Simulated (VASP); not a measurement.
The system is In4Ru.

```
In Ru
1.0
    -3.53500    3.53500    2.20000
     3.53500   -3.53500    2.20000
     3.53500    3.53500   -2.20000
In Ru
4 1
Direct
  0.40000 0.80000 0.20000
  0.20000 0.40000 0.60000
  0.80000 0.60000 0.40000
  0.60000 0.20000 0.80000
  0.00000 0.00000 0.00000
```

```yaml
Program: VASP 6.6.1
Task: relaxation of cell and atoms
Functional: PBE
Potentials_or_basis: VASP PAW PBE potentials, release 64 (In_d, Ru_pv)
Cutoff: 600 eV
k_mesh: 4 × 4 × 4
Occupations: gaussian, width 0.2 eV
Spin: no spin polarisation
```

At the start: pressure -2.6 GPa; volume 21.99 Å³/atom.

**Question.** How do energy, volume and symmetry change on relaxing?

**Answer.** Over 5 steps the energy falls by 43.0 meV/atom and the volume is 21.15 Å³/atom (-3.8 %); space group I4/m (No. 87, to 0.05 Å).

The path:
```tsv
step	energy change (eV)	largest force (eV/Å)	pressure (GPa)	volume (Å³)
1	0.0000	0.7904	-2.65	109.97
2	-0.1394	0.4994	0.88	104.29
3	-0.1455	0.4118	2.01	102.90
4	-0.2058	0.1218	0.80	104.67
5	-0.2152	0.0379	0.22	105.76
```

Final structure:
```
In Ru
1.0
    -3.52347    3.52347    2.12966
     3.52347   -3.52347    2.12966
     3.52347    3.52347   -2.12966
In Ru
4 1
Direct
  0.39179 0.78711 0.17890
  0.21289 0.39179 0.60468
  0.78711 0.60821 0.39532
  0.60821 0.21289 0.82110
  0.00000 0.00000 0.00000
```

Caveat: the k points lie up to 0.43 Å⁻¹ apart in the final cell; the relaxation stopped at a loose force limit of 0.08 eV/Å, so its end isn't a converged minimum.
